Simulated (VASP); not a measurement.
Runs of VASP 6.6.1 on ZrC. The structure is that of space group Fm-3m (No. 225), or close to it. The cells are those of the table. 

```tsv
cell	gap on the mesh (eV)	pressure (GPa)
a = 3.249, b = 3.249, c = 3.274 Å, angles 59.7, 59.7, 60.5°, 2 atoms	none	10.9
a = 3.324, b = 3.324, c = 3.274 Å, angles 60.5, 60.5, 59.0°, 2 atoms	none	-0.4
a = 3.224 Å, angles 60.0°, 2 atoms	none	(b)
a = 3.299, b = 3.299, c = 3.324 Å, angles 59.8, 59.8, 60.5°, 2 atoms	none	-0.7
a = 3.399, b = 3.399, c = 3.374 Å, angles 60.2, 60.2, 59.5°, 2 atoms	none	-15.6
a = 3.249, b = 3.249, c = 3.224 Å, angles 60.3, 60.3, 59.5°, 2 atoms	none	15.3
a = 3.274, b = 3.274, c = 3.324 Å, angles 59.5, 59.5, 61.0°, 2 atoms	none	(d)
a = 3.374, b = 3.374, c = 3.423 Å, angles 59.5, 59.5, 61.0°, 2 atoms	none	-15.3
a = 3.324, b = 3.324, c = 3.374 Å, angles 59.5, 59.5, 61.0°, 2 atoms	none	(a)
a = 3.300, b = 3.300, c = 3.224 Å, angles 60.8, 60.8, 58.5°, 2 atoms	none	7.8
a = 3.274 Å, angles 60.0°, 2 atoms	none	(c)
a = 3.349, b = 3.349, c = 3.274 Å, angles 60.7, 60.7, 58.5°, 2 atoms	none	-3.2
```

Alike in all rows: task single point; level PBEsol; potentials or basis VASP PAW PBE potentials, release 64 (Zr_sv, C); no spin polarisation; k mesh 18 × 18 × 18; cutoff (eV) 520; smearing gaussian 0.15 eV.

Estimate the missing entries.

(a) -6.9; (b) 19.9; (c) 6.7; (d) 3.3.

Caveats: the PAW data sets were made with another functional, which shifts forces and pressure a little.

A k mesh can miss the band edges, and the runs leave out spin-orbit coupling on Zr.

A gap of «none» marks levels without a gap at the run's occupations.
